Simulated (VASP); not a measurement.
Write the native input for VASP 6.6.1 that does the following.

```yaml
Task: relaxation of cell and atoms
Functional: PBE
Potentials_or_basis: VASP PAW PBE potentials, release 64 (Hf_pv)
Cutoff: 600 eV
k_mesh: 20 × 20 × 20
Occupations: gaussian, width 0.1 eV
Spin: no spin polarisation
Dipole_correction: no
Further_INCAR_settings: ALGO = Fast; EDIFF = 1e-06; IBRION = 2; EDIFFG = -0.01; NSW = 100; ISIF = 3
```

The structure of Hf lies in POSCAR:

```
Hf
1.0
    0.0000000000      2.6881323365      5.4021829350
    1.5902006581      0.0000000000      5.4021829350
    1.5902006581      2.6881323365      0.0000000000
Hf
2
Direct
    0.1353347135      0.1353347135      0.8646652865
    0.8646652865      0.8646652865      0.1353347135
```

These files were run (other wordings do the same):

INCAR

```
  PREC = Accurate
  ENCUT = 600
  EDIFF = 1E-6
  ISMEAR = 0
  SIGMA = 0.1
  LREAL = False
  LASPH = True
  NELM = 80
  ALGO = Fast
  ISIF = 3
  LWAVE = False
  LCHARG = False
  GGA = PE
  IBRION = 2
  NSW = 100
  EDIFFG = -0.01
  KPAR = 4
```

KPOINTS

```
Automatic mesh
0
Gamma
  20 20 20
```

Potentials or basis: VASP PAW PBE potentials, release 64 (Hf_pv).

Run with:

```sh
$ cat potpaw_PBE.64/Hf_pv/POTCAR > POTCAR
$ mpirun -np 4 vasp_std > vasp.out
```

It gave:

The relaxed volume is 22.93 Å³/atom and the relaxed cell is a = 6.005 Å, b = 5.612 Å, c = 3.110 Å, α = 81.59°, β = 67.60°, γ = 30.82°. The space group after relaxing (to 0.1 Å) is Fmmm (No. 69). The energy gained by relaxing is 1.2 meV/atom, the ionic steps are 9 and the pressure after relaxing is 0.0 GPa. The band gap on the k mesh is zero (bands 10 and 11 overlap by 2.12 eV).

Caveat: spin-orbit coupling is left out, which moves the levels of the heavy elements.

Wall time 45 min on 4 MPI ranks on Oxide Virtual Turin-like Processor (shared host), peak memory 0.92 GiB a rank.
